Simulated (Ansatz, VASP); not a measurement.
Given: the input of a run of Ansatz 0.2.0 on Be.

The input input.yaml:

```yaml
crystal:
  lattice: { a: 2.5062419, b: 2.5062419, c: 2.5062419, alpha: 90.0, beta: 90.0, gamma: 90.0 }
  space_group: 229
  reduce_to_primitive: true
  atoms:
    - { symbol: Be, wyckoff: "2a", position: [0.0, 0.0, 0.0] }
hamiltonian:
  xc: blyp
  pseudopotentials: { kind: paw }
kpoints:
  mp_grid: { grid: [15, 15, 15] }
scf:
  occupations: { method: fermi_dirac, width: 0.025 }
output:
  forces: true
  stress: true
  eigenvalues: true
```

Potentials or basis: Ansatz PAW.

Launch:

```console
$ ansatz run input.yaml --threads 1 --pin off --max-ram 2560MiB --backend cpu --events-out ev --progress --plain --runs-dir out
```

**Question.** Translate it to VASP 6.6.1. Potentials there: VASP PAW PBE potentials, release 64 (Be).

**Answer.** As run (the cutoff follows the program's own potentials):

INCAR

```
AGGAC    = 1.0          
AGGAX    = 1.0          
ALDAC    = 0.0          
ALDAX    = 1.0          
ALGO     = Normal         # electronic algorithm
EDIFF    = 1E-6           # SCF threshold, eV
ENCUT    = 600            # plane-wave cutoff, eV
GGA      = B5             # functional
GGA_COMPAT= F            
ISIF     = 2              # what is computed and relaxed
ISMEAR   = -1             # smearing method
LASPH    = T              # aspherical terms in the spheres
LCHARG   = T              # write CHGCAR
LELF     = T              # ELF
LREAL    = F              # projectors in reciprocal space
LVHAR    = T            
LWAVE    = F              # write WAVECAR
NBANDS   = 7              # bands
NELM     = 120            # most SCF steps
PREC     = Accurate       # precision mode
SIGMA    = 0.025          # smearing width, eV
```

KPOINTS

```
k-points
0
Gamma
  15 15 15
```

File POSCAR:

```
Be
1.0
   -1.2531209500      1.2531209500      1.2531209500
    1.2531209500     -1.2531209500      1.2531209500
    1.2531209500      1.2531209500     -1.2531209500
Be
1
Direct
    0.0000000000      0.0000000000      0.0000000000
```

Potentials or basis: VASP PAW PBE potentials, release 64 (Be).

The run is started by

```sh
$ cat potpaw_PBE.64/Be/POTCAR > POTCAR
$ mpirun -np 1 vasp_std > vasp.out
```

Both were run:

|  | VASP | Ansatz | Ansatz less VASP |
| --- | --- | --- | --- |
| gap on the k mesh at the Fermi level (eV) | none | none | - |
| pressure (GPa) | -0.6 | -0.7 | -0.11 |

VASP's potentials were made for PBE, not for BLYP. A gap of «none» marks a metal or a gap that the smearing closes.
